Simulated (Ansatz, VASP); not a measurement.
**CsSnI3: VASP beside Ansatz**

INCAR

```
PREC     = Accurate       # precision mode
ENCUT    = 520            # plane-wave cutoff, eV
EDIFF    = 1E-6           # SCF threshold, eV
ISMEAR   = -1             # smearing method
SIGMA    = 0.05           # smearing width, eV
LREAL    = False          # projectors in reciprocal space
LASPH    = True           # aspherical terms in the spheres
NELM     = 100            # most SCF steps
ALGO     = Normal         # electronic algorithm
ISIF     = 2              # what is computed and relaxed
LWAVE    = False          # write WAVECAR
LCHARG   = False          # write CHGCAR
GGA      = PS             # functional
IVDW     = 13             # dispersion correction
NBANDS   = 30             # bands
```

File KPOINTS:

```
Automatic mesh
0
Gamma
  5 5 5
```

Contents of POSCAR:

```
CsSnI3
1.0
    6.1218289079      0.0000000000      0.0000000000
    0.0000000000      6.1218289079      0.0000000000
    0.0000000000      0.0000000000      6.1218289079
Cs I Sn
1 3 1
Direct
    0.0000000000      0.0000000000      0.0000000000
    0.5000000000      0.5000000000      0.0000000000
    0.5000000000      0.0000000000      0.5000000000
    0.0000000000      0.5000000000      0.5000000000
    0.5000000000      0.5000000000      0.5000000000
```

Contents of input.yaml:

```yaml
crystal:
  lattice:
    - [6.1218289079, 0.0, 0.0]
    - [0.0, 6.1218289079, 0.0]
    - [0.0, 0.0, 6.1218289079]
  atoms:
    - { symbol: Cs, position: [0.0, 0.0, 0.0] }
    - { symbol: I, position: [0.5, 0.5, 0.0] }
    - { symbol: I, position: [0.5, 0.0, 0.5] }
    - { symbol: I, position: [0.0, 0.5, 0.5] }
    - { symbol: Sn, position: [0.5, 0.5, 0.5] }
hamiltonian:
  xc: pbesol
  pseudopotentials: { kind: paw }
  dispersion: d4
kpoints:
  mp_grid: { grid: [5, 5, 5] }
scf:
  occupations: { method: fermi_dirac, width: 0.05 }
output:
  forces: true
  stress: true
  eigenvalues: true
  write_density: true
  write_potential: true
  elf: true
  volumetric_format: npy
```

Alike in both runs: task single point; functional PBEsol; dispersion D4; k mesh 5 × 5 × 5; occupations fermi-dirac, width 0.05 eV; no spin polarisation.

|  | VASP | Ansatz |
| --- | --- | --- |
| version | VASP 6.6.1 | Ansatz 0.2.0 |
| potentials or method | VASP PAW PBE potentials, release 64 (Cs_sv, I, Sn_d) | Ansatz PAW |
| plane-wave cutoff (eV) | 520 | 420 |
| valence electrons in the cell | 44 | 74 |

```csv
,VASP,Ansatz,Ansatz less VASP
gap on the k mesh at the Fermi level (eV),1.69,1.69,+0.004
least direct gap on the mesh (eV),1.69,1.69,+0.004
pressure (GPa),-0.5,-0.5,-0.01
```

VASP's potentials were made for PBE, not for PBEsol. VASP's potentials hold 44 valence electrons a cell and Ansatz's 74, so a difference there can come from the potentials and not from the codes.

Spin-orbit coupling is off throughout. Noted on Ansatz's run: odd divisions of the mesh miss points on the zone boundary, where band edges often lie, so the gap on the mesh can be too wide.
